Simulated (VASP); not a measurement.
Write the native input for VASP 6.6.1 that does the following.

* Task: relaxation of cell and atoms
* Functional: PBEsol
* Potentials or basis: VASP PAW PBE potentials, release 64 (Li_sv, Mg)
* Cutoff: 600 eV
* k mesh: 8 × 5 × 5
* Occupations: gaussian, width 0.15 eV
* Spin: no spin polarisation
* Dipole correction: no
* Further INCAR settings: ALGO = Normal; EDIFF = 1e-07; IBRION = 2; EDIFFG = -0.05; NSW = 60; ISIF = 3

The structure of Li3Mg lies in POSCAR:

```
Li3Mg
1.0
    3.0512550000      0.0000000000      0.0000000000
    0.0000000000      5.0552670000      0.0000000000
    0.0000000000      0.0000000000      5.2769430000
Li Mg
3 1
Direct
    0.0000000000      0.0000000000      0.9945250000
    0.5000000000      0.0000000000      0.4934040000
    0.5000000000      0.5000000000      0.8360070000
    0.0000000000      0.5000000000      0.3427310000
```

These files were run (other wordings do the same):

INCAR

```
SYSTEM = Li3Mg
PREC     = Accurate       ! precision mode
ENCUT    = 600            ! plane-wave cutoff, eV
EDIFF    = 1E-7           ! SCF threshold, eV
ISMEAR   = 0              ! smearing method
SIGMA    = 0.15           ! smearing width, eV
LREAL    = .FALSE.        ! projectors in reciprocal space
LASPH    = .TRUE.         ! aspherical terms in the spheres
NELM     = 100            ! most SCF steps
ALGO     = Normal         ! electronic algorithm
ISIF     = 3              ! what is computed and relaxed
LWAVE    = .FALSE.        ! write WAVECAR
LCHARG   = .FALSE.        ! write CHGCAR
GGA      = PS             ! functional
IBRION   = 2              ! ionic algorithm
NSW      = 60             ! ionic steps
EDIFFG   = -0.05          ! ionic threshold
```

KPOINTS

```
Automatic mesh
0
G
  8 5 5
  0 0 0
```

Potentials or basis: VASP PAW PBE potentials, release 64 (Li_sv, Mg).

Run with:

```sh
$ cat potpaw_PBE.64/Li_sv/POTCAR potpaw_PBE.64/Mg/POTCAR > POTCAR
$ mpirun -np 1 vasp_std > vasp.out
```

It gave:

```json
{
 "Relaxed volume": "20.09 Å³/atom",
 "Relaxed cell": "a = 3.074 Å, b = 5.016 Å, c = 5.212 Å, α = 90.00°, β = 90.00°, γ = 90.00°",
 "Space group after relaxing (to 0.05 Å)": "Pmm2 (No. 25)",
 "Energy gained by relaxing": "0.9 meV/atom",
 "Ionic steps": "3",
 "Pressure after relaxing": "0.0 GPa",
 "Largest force after relaxing": "0.038 eV/Å"
}
```

Caveat: the cutoff is under 1.25 times the usual one of these potentials, so pressure, stress and relaxed cells hold a basis-set (Pulay) error; the PAW data sets were made with another functional, which shifts forces and pressure a little; the relaxation stopped at a loose force limit of 0.05 eV/Å, so its end isn't a converged minimum.

Run time: 43 s on 1 thread of Intel(R) Xeon(R) Platinum 8375C CPU @ 2.90GHz (Ice Lake), with other jobs on the host, peak memory 0.22 GiB.
